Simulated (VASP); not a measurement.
Input of a VASP 6.6.1 run:

Contents of POSCAR:

```
InP
1.0
    0.0000000000      2.8425850000      2.8425850000
    2.8425850000      0.0000000000      2.8425850000
    2.8425850000      2.8425850000      0.0000000000
In P
1 1
Direct
    0.0000000000      0.0000000000      0.0000000000
    0.7500000000      0.7500000000      0.7500000000
```

INCAR.step1

```
SYSTEM = InP
PREC     = Accurate       ! precision mode
ENCUT    = 520            ! plane-wave cutoff, eV
ISMEAR   = 0              ! smearing method
SIGMA    = 0.05           ! smearing width, eV
LREAL    = .False.        ! projectors in reciprocal space
LASPH    = .True.         ! aspherical terms in the spheres
NELM     = 80             ! most SCF steps
NBANDS   = 16             ! bands
GGA      = PE             ! functional
ALGO     = Normal         ! electronic algorithm
EDIFF    = 1E-4           ! SCF threshold, eV
LWAVE    = .True.         ! write WAVECAR
LCHARG   = .False.        ! write CHGCAR
```

File INCAR.step2:

```
SYSTEM = InP
PREC     = Accurate       ! precision mode
ENCUT    = 520            ! plane-wave cutoff, eV
EDIFF    = 1E-7           ! SCF threshold, eV
ISMEAR   = 0              ! smearing method
SIGMA    = 0.05           ! smearing width, eV
LREAL    = .False.        ! projectors in reciprocal space
LASPH    = .True.         ! aspherical terms in the spheres
NELM     = 80             ! most SCF steps
ALGO     = Normal         ! electronic algorithm
ISIF     = 2              ! what is computed and relaxed
LWAVE    = .False.        ! write WAVECAR
LCHARG   = .False.        ! write CHGCAR
METAGGA  = R2SCAN         ! meta-GGA
LMIXTAU  = .True.       
NBANDS   = 16             ! bands
ISTART   = 1
```

The input KPOINTS:

```
regular mesh
0
Gamma
  8 8 8
  0 0 0
```

Potentials or basis: VASP PAW PBE potentials, release 64 (In_d, P).

Launch:

```console
$ cat potpaw_PBE.64/In_d/POTCAR potpaw_PBE.64/P/POTCAR > POTCAR
$ cp INCAR.step1 INCAR
$ mpirun -np 1 vasp_std > vasp.out
$ cp INCAR.step2 INCAR
$ mpirun -np 1 vasp_std > vasp.out
```

Q: Predict the pressure.

A: 10.0 GPa.

Q: Estimate the band gap on the k mesh.

A: 1.70 eV.

Caveat: the cell differs from its parent crystal (strain -0.030 along x and y, -0.030 along z); the cell stands under pressure; the PAW data sets were made with another functional, which shifts forces and pressure a little; spin-orbit coupling is left out, which moves the levels of the heavy elements. A k mesh can miss the band edges.
